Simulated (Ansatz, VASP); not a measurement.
# One calculation of CdS, two programs

```
Cd S
1.0
     0.00000    2.95488    2.95488
     2.95488    0.00000    2.95488
     2.95488    2.95488    0.00000
Cd S
1 1
Direct
  0.00000 0.00000 0.00000
  0.75000 0.75000 0.75000
```

Alike in both runs: task single point; functional BHLYP; k mesh 4 × 4 × 4; occupations fermi-dirac, width 0.05 eV; no spin polarisation.

|  | VASP | Ansatz |
| --- | --- | --- |
| version | VASP 6.6.1 | Ansatz 0.2.0 |
| potentials or method | VASP PAW PBE potentials, release 64 (Cd, S) | Ansatz PAW |
| plane-wave cutoff (eV) | 520 | 420 |
| valence electrons in the cell | 18 | 26 |

Ansatz gave:

```
gap on the k mesh at the Fermi level (eV) : 4.50
least direct gap on the mesh (eV)         : 4.50
pressure (GPa)                            : 0.8
```

Question: What did VASP give for the same quantities?

Answer: gap on the k mesh at the Fermi level (eV): 4.58; least direct gap on the mesh (eV): 4.58; pressure (GPa): 0.9.

VASP's potentials were made for PBE, not for BHLYP. VASP's potentials hold 18 valence electrons a cell and Ansatz's 26, so a difference there can come from the potentials and not from the codes.

The k mesh is coarse, so the values compare programs but aren't converged.
